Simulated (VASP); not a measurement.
# SrTiO3 (I4/mcm) in VASP: single point with PBEsol

Aim: the single point of SrTiO3 with PBEsol.

Everything below comes from runs of VASP 6.6.1. Logs are shortened: lines on timing, memory, paths and dates and some standing lists are left out, and cuts for length are marked.

## 1. The cell of the first run

Symmetry: I4/mcm, No. 140, tetragonal system. Conventional cell: a = 5.308 Å, b = 5.308 Å, c = 7.622 Å, α = 90.00°, β = 90.00°, γ = 90.00°. Within 3.3 Å of Sr (site symmetry -42m) lie 12 O at 2.49 to 2.87 Å and 8 Ti at 3.27 Å. Within 2.5 Å of Ti (site symmetry 4/m) lie 6 O at 1.90 to 1.91 Å. Within 2.5 Å of O (site symmetry 422) lie 2 Ti at 1.91 Å. Within 2.5 Å of O (site symmetry m2m) lie 2 Ti at 1.90 Å and 2 Sr at 2.49 Å.

## 2. Single point, PBEsol

File INCAR:

```
SYSTEM = SrTiO3
PREC     = Accurate       ! precision mode
ENCUT    = 520            ! plane-wave cutoff, eV
EDIFF    = 1E-6           ! SCF threshold, eV
ISMEAR   = 0              ! smearing method
SIGMA    = 0.01           ! smearing width, eV
LREAL    = .FALSE.        ! projectors in reciprocal space
LASPH    = .TRUE.         ! aspherical terms in the spheres
NELM     = 60             ! most SCF steps
ALGO     = Normal         ! electronic algorithm
ISIF     = 2              ! what is computed and relaxed
LWAVE    = .FALSE.        ! write WAVECAR
LCHARG   = .TRUE.         ! write CHGCAR
GGA      = PS             ! functional
LELF     = .TRUE.         ! ELF
LVHAR    = .TRUE.       
NBANDS   = 51             ! bands
```

File KPOINTS:

```
Automatic mesh
0
G
  8 8 8
  0 0 0
```

File POSCAR:

```
SrTiO3
1.0
   -2.6537893028      2.6537893028      3.8109422755
    2.6537893028     -2.6537893028      3.8109422755
    2.6537893028      2.6537893028     -3.8109422755
Sr Ti O
2 2 6
Direct
    0.7500000000      0.2500000000      0.5000000000
    0.2500000000      0.7500000000      0.5000000000
    0.0000000000      0.0000000000      0.0000000000
    0.5000000000      0.5000000000      0.0000000000
    0.2500000000      0.2500000000      0.0000000000
    0.7500000000      0.7500000000      0.0000000000
    0.7144485259      0.2144485259      0.9288970517
    0.2144485259      0.2855514741      0.5000000000
    0.2855514741      0.7855514741      0.0711029483
    0.7855514741      0.7144485259      0.5000000000
```

Potentials or basis: VASP PAW PBE potentials, release 64 (Sr_sv, Ti_sv, O).

Command:

```sh
$ cat potpaw_PBE.64/Sr_sv/POTCAR potpaw_PBE.64/Ti_sv/POTCAR potpaw_PBE.64/O/POTCAR > POTCAR
$ mpirun -np 1 vasp_std > vasp.out
```

OUTCAR:

```text
SYSTEM = SrTiO3
   PREC = Accurate
   ENCUT = 520
   EDIFF = 1E-6
   ISMEAR = 0
   LREAL = .FALSE.
   LASPH = .TRUE.
   NELM = 60
   ISIF = 2
   GGA = PS

 ion  position               nearest neighbor table
   1  0.750  0.250  0.500-   7 2.49  10 2.49   8 2.49   9 2.49   5 2.65   6 2.65   6 2.65   5 2.65
                             8 2.87  10 2.87   9 2.87   7 2.87   4 3.27   3 3.27   4 3.27   4 3.27
   2  0.250  0.750  0.500-   9 2.49  10 2.49   8 2.49   7 2.49   5 2.65   6 2.65   5 2.65   6 2.65
                             8 2.87  10 2.87   7 2.87   9 2.87   4 3.27   3 3.27   4 3.27   3 3.27
   3  0.000  0.000  0.000-   8 1.90  10 1.90   9 1.90   7 1.90   5 1.91   6 1.91   1 3.27   2 3.27
                             1 3.27   1 3.27   2 3.27   2 3.27   1 3.27   2 3.27
   4  0.500  0.500  0.000-   8 1.90  10 1.90   7 1.90   9 1.90   5 1.91   6 1.91   1 3.27   2 3.27
                             2 3.27   1 3.27   2 3.27   1 3.27   2 3.27   1 3.27
   5  0.250  0.250  0.000-   3 1.91   4 1.91   1 2.65   2 2.65   2 2.65   1 2.65
   6  0.750  0.750  0.000-   3 1.91   4 1.91   1 2.65   2 2.65   1 2.65   2 2.65
   7  0.714  0.214  0.929-   4 1.90   3 1.90   1 2.49   2 2.49   2 2.87   1 2.87
   8  0.214  0.286  0.500-   4 1.90   3 1.90   1 2.49   2 2.49   1 2.87   2 2.87
   9  0.286  0.786  0.071-   3 1.90   4 1.90   2 2.49   1 2.49   1 2.87   2 2.87
  10  0.786  0.714  0.500-   3 1.90   4 1.90   1 2.49   2 2.49   1 2.87   2 2.87

  LATTYP: Found a body centered tetragonal cell.
 ALAT       =     5.3075786056
 C/A-ratio  =     1.4360379972

  Lattice vectors:

 A1 = (  -2.6537893028,   2.6537893028,   3.8109422755)
 A2 = (   2.6537893028,  -2.6537893028,   3.8109422755)
 A3 = (   2.6537893028,   2.6537893028,  -3.8109422755)

Analysis of symmetry for initial positions (statically):
=====================================================================
 Subroutine PRICEL returns:
 Original cell was already a primitive cell.

 Routine SETGRP: Setting up the symmetry group for a
 body centered tetragonal supercell.

 Subroutine GETGRP returns: Found 16 space group operations
 (whereof  8 operations were pure point group operations)
 out of a pool of 16 trial point group operations.

The static configuration has the point symmetry C_4h.
 The point group associated with its full space group is D_4h.

Analysis of symmetry for dynamics (positions and initial velocities):
=====================================================================
 Subroutine PRICEL returns:
 Original cell was already a primitive cell.

 Routine SETGRP: Setting up the symmetry group for a
 body centered tetragonal supercell.

 Subroutine GETGRP returns: Found 16 space group operations
 (whereof  8 operations were pure point group operations)
 out of a pool of 16 trial point group operations.

The dynamic configuration has the point symmetry C_4h.
 The point group associated with its full space group is D_4h.

 Subroutine INISYM returns: Found 16 space group operations
 (whereof  8 operations are pure point group operations),
 and found     1 'primitive' translations

----------------------------------------------------------------------------------------

                                     Primitive cell

  volume of cell :     107.3557

  direct lattice vectors                    reciprocal lattice vectors
    -2.653789303  2.653789303  3.810942275     0.000000000  0.188409833  0.131201148
     2.653789303 -2.653789303  3.810942275     0.188409833  0.000000000  0.131201148
     2.653789303  2.653789303 -3.810942275     0.188409833  0.188409833  0.000000000

  length of vectors
     5.348689218  5.348689218  5.348689218     0.229590955  0.229590955  0.266451741

  position of ions in fractional coordinates (direct lattice)
     0.750000000  0.250000000  0.500000000
     0.250000000  0.750000000  0.500000000
     0.000000000  0.000000000  0.000000000
     0.500000000  0.500000000  0.000000000
     0.250000000  0.250000000  0.000000000
     0.750000000  0.750000000  0.000000000
     0.714448526  0.214448526  0.928897052
     0.214448526  0.285551474  0.500000000
     0.285551474  0.785551474  0.071102948
     0.785551474  0.714448526  0.500000000

  ion indices of the primitive-cell ions
   primitive index   ion index
                 1           1
                 2           2
                 3           3
                 4           4
                 5           5
                 6           6
                 7           7
                 8           8
                 9           9
                10          10

----------------------------------------------------------------------------------------

 KPOINTS: Automatic mesh

Automatic generation of k-mesh.
 Grid dimensions read from file:
 generate k-points for:    8    8    8

 Generating k-lattice:

  Cartesian coordinates                     Fractional coordinates (reciprocal lattice)
     0.000000000  0.023551229  0.016400143     0.125000000  0.000000000  0.000000000
     0.023551229  0.000000000  0.016400143     0.000000000  0.125000000  0.000000000
     0.023551229  0.023551229  0.000000000     0.000000000  0.000000000  0.125000000

  Length of vectors
     0.028698869  0.028698869  0.033306468

  Shift w.r.t. Gamma in fractional coordinates (k-lattice)
     0.000000000  0.000000000  0.000000000

 Subroutine IBZKPT returns following result:
 ===========================================

 Found     59 irreducible k-points:

 Following reciprocal coordinates:
            Coordinates               Weight
  0.000000  0.000000  0.000000      1.000000
  0.125000  0.000000 -0.000000      8.000000
  0.250000  0.000000 -0.000000      8.000000
  0.375000  0.000000  0.000000      8.000000
  0.500000  0.000000 -0.000000      4.000000
  0.125000  0.125000 -0.000000      8.000000
[... 16 lines left out ...]
  0.250000  0.125000  0.125000     16.000000
  0.375000  0.125000  0.125000      8.000000
 [... further k-points ...]
   k-points           NKPTS =     59   k-points in BZ     NKDIM =     59   number of bands    NBANDS=     51
   number of dos      NEDOS =    301   number of ions     NIONS =     10
   total plane-waves  NPLWV =  64000
   dimension x,y,z NGX =    40 NGY =   40 NGZ =   40
   dimension x,y,z NGXF=    80 NGYF=   80 NGZF=   80
   ions per type =               2   2   6
   NGX,Y,Z   is equivalent  to a cutoff of  12.43, 12.43, 12.43 a.u.
   NGXF,Y,Z  is equivalent  to a cutoff of  24.87, 24.87, 24.87 a.u.
 SYSTEM =  SrTiO3
   PREC   = accura    normal or accurate (medium, high low for compatibility)
   ISTART =      0    job   : 0-new  1-cont  2-samecut
   ICHARG =      2    charge: 1-file 2-atom 10-const
   ISPIN  =      1    spin polarized calculation?
   LNONCOLLINEAR =      F non collinear calculations
   LSORBIT =      F    spin-orbit coupling
   LASPH  =      T    aspherical Exc in radial PAW
   ENCUT  =  520.0 eV  38.22 Ry    6.18 a.u.   9.95  9.95  9.95*2*pi/ulx,y,z
   NELM   =     60;   NELMIN=  2; NELMDL= -5     # of ELM steps
   EDIFF  = 0.1E-05   stopping-criterion for ELM
   LREAL  =      F    real-space projection
   EDIFFG = 0.1E-04   stopping-criterion for IOM
   NSW    =      0    number of steps for IOM
   IBRION =     -1    ionic relax: 0-MD 1-quasi-New 2-CG
   NFREE  =      0    steps in history (QN), initial steepest desc. (CG)
   ISIF   =      2    stress and relaxation
   ISYM   =      2    0-nonsym 1-usesym 2-fastsym
   POTIM  = 0.5000    time-step for ionic-motion
   TEBEG  =    0.0;   TEEND  =   0.0 temperature during run
   PSTRESS=    0.0 pullay stress
   NELECT =      80.0000    total number of electrons
   NUPDOWN=      -1.0000    fix difference up-down
   EMIN   =  10.00;   EMAX   =-10.00  energy-range for DOS
   EFERMI =   0.00;   METHOD = LEGACY
   ISMEAR =     0;   SIGMA  =   0.01  broadening in eV -4-tet -1-fermi 0-gaus
   EFERMI_NEDOS =   21; number of points for ismear=-14 and -15
   IALGO  =     38    algorithm
   IMIX   =      4    mixing-type and parameters
     AMIX     =   0.40;   BMIX     =  1.00
     AMIX_MAG =   1.60;   BMIX_MAG =  1.00
  volume/ion in A,a.u.               =      10.74        72.45
  Fermi-wavevector in a.u.,A,eV,Ry     =   1.484214  2.804757 29.972139  2.202890
  Thomas-Fermi vector in A             =   2.597778
   LORBIT       =      0    0 simple, 1 ext, 2 COOP (PROOUT), +10 PAW based schemes
   GGA     = PS    functional components
   LHFCALC =     F    Hartree Fock is set to
   AEXX    =    0.0000 exact exchange contribution
   IVDW    =     0    specifies the selected vdW correction
   LEPSILON=     F    determine dielectric tensor
   LRPA    =     F    only Hartree local field effects (RPA)
 non-spin polarized calculation
 Gauss-broadening in eV      SIGMA  =   0.01
  energy-cutoff  :      520.00
  volume of cell :      107.36
 maximum number of plane-waves:      2907
   NGX = 19   NGY = 19   NGZ = 19

 number of electron      80.0000034 magnetization

 Free energy of the ion-electron system (eV)
  ---------------------------------------------------
  ext. energy  EPLUGINS =         0.00000000
  ---------------------------------------------------
  free energy    TOTEN  =       -83.38259344 eV

  energy without entropy =      -83.38259344  energy(sigma->0) =      -83.38259344

 E-fermi :   4.8712     XC(G=0): -12.1040

 val. band max:        4.6734832419   @ k =  -0.2500   0.2500   0.0000
 cond. band min:       6.8867526749   @ k =   0.0000   0.0000   0.0000
 fundamental gap:      2.2132694330
 Fermi energy:         4.8712216147

 k-point     1 :       0.0000    0.0000    0.0000
  band No.  band energies     occupation
      1     -50.9946      2.00000
      2     -50.9861      2.00000
      3     -27.5289      2.00000
      4     -27.5289      2.00000
      5     -27.5197      2.00000
      6     -27.4246      2.00000
[... 43 lines left out ...]
     50      11.0733      0.00000
     51      12.2829      0.00000
[... 1240 lines left out ...]
     50      12.7711      0.00000
     51      12.9009      0.00000

 [... further k-points ...]

------------------------ aborting loop because EDIFF is reached ----------------------------------------

  FORCE on cell =-STRESS in cart. coord.  units (eV):
  Direction    XX          YY          ZZ          XY          YZ          ZX
  --------------------------------------------------------------------------------------
  -------------------------------------------------------------------------------------
  Total       14.0167178     14.0167178     14.0929848      0.0000000     -0.0000000      0.0000000
  in kB      209.1855453    209.1855453    210.3237541      0.0000000     -0.0000000      0.0000000
  external PRESSURE =     209.5649482 kB  Pullay stress =       0.0000000 kB

 VOLUME and BASIS-vectors are now :
 -----------------------------------------------------------------------------
  energy-cutoff  :      520.00
  volume of cell :      107.36
      direct lattice vectors                 reciprocal lattice vectors
    -2.653789303  2.653789303  3.810942275     0.000000000  0.188409833  0.131201148
     2.653789303 -2.653789303  3.810942275     0.188409833  0.000000000  0.131201148
     2.653789303  2.653789303 -3.810942275     0.188409833  0.188409833  0.000000000

 POSITION                                       TOTAL-FORCE (eV/Angst)
 -----------------------------------------------------------------------------------
      0.00000      2.65379      1.90547        -0.000000     -0.000000     -0.000000
      2.65379      0.00000      1.90547         0.000000     -0.000000     -0.000000
      0.00000      0.00000      0.00000        -0.000000     -0.000000     -0.000000
      0.00000      0.00000      3.81094         0.000000     -0.000000     -0.000000
      0.00000      0.00000      1.90547         0.000000     -0.000000     -0.000000
      0.00000      0.00000      5.71641        -0.000000     -0.000000     -0.000000
      1.13820      3.79199      0.00000         0.012501      0.012501      0.000000
      1.51559      1.13820     -0.00000        -0.012501      0.012501     -0.000000
      1.51559     -1.13820      3.81094        -0.012501     -0.012501     -0.000000
      1.13820      1.51559      3.81094         0.012501     -0.012501      0.000000
 -----------------------------------------------------------------------------------
    total drift:                                0.000000     -0.000000      0.000000

  FREE ENERGIE OF THE ION-ELECTRON SYSTEM (eV)
  ---------------------------------------------------
  free  energy   TOTEN  =       -83.3825934448 eV

  energy  without entropy=      -83.3825934448  energy(sigma->0) =      -83.38259344
```

Run time: 6.7 min. Hardware: 1 thread of Intel Xeon Platinum 8259CL at 2.50GHz (Skylake/Cascade Lake), shared host; peak memory 0.42 GiB.

What came out:

```
Free energy            : -83.3826 eV
Pressure               : 21.0 GPa
Largest force          : 0.018 eV/Å
Band gap on the k mesh : 2.21 eV (least direct gap 2.24 eV)
```

Forces in eV/Å, atoms in the order of the input:
```
Sr   0.000  0.000  0.000
Sr   0.000  0.000  0.000
Ti   0.000  0.000  0.000
Ti   0.000  0.000  0.000
O    0.000  0.000  0.000
O    0.000  0.000  0.000
O    0.013  0.013  0.000
O   -0.013  0.013  0.000
O   -0.013 -0.013  0.000
O    0.013 -0.013  0.000
```

Caveat: the cell stands under pressure; the PAW data sets were made with another functional, which shifts forces and pressure a little. A k mesh can miss the band edges.
